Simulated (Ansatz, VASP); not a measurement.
## KCl in VASP and in Ansatz

```
K Cl
1.0
     0.00000    3.10519    3.26045
     3.10519    0.00000    3.26045
     3.10519    3.10519    0.00000
K Cl
1 1
Direct
  0.00000 0.00000 0.00000
  0.50000 0.50000 0.50000
```

Alike in both runs: task single point; functional r2SCAN; k mesh 8 × 8 × 8; occupations gaussian, width 0.05 eV; no spin polarisation.

```csv
,VASP,Ansatz
version,VASP 6.6.1,Ansatz 0.2.0
potentials or method,"VASP PAW PBE potentials, release 64 (K_sv, Cl), cutoff 520 eV","scalar-relativistic, plane waves, PAW"
valence electrons in the cell,16,16
```

|  | VASP | Ansatz | Ansatz less VASP |
| --- | --- | --- | --- |
| gap on the k mesh at the Fermi level (eV) | 5.78 | 5.77 | -0.004 |
| least direct gap on the mesh (eV) | 5.78 | 5.77 | -0.004 |
| pressure (GPa) | -0.1 | 0.0 | +0.03 |
| traceless stress, the component that is largest in VASP (GPa) | -1.15 | -1.14 | +0.016 |

VASP's potentials were made for PBE, not for r2SCAN. With one functional, cell and mesh, what is left measures potentials, basis and numerics.
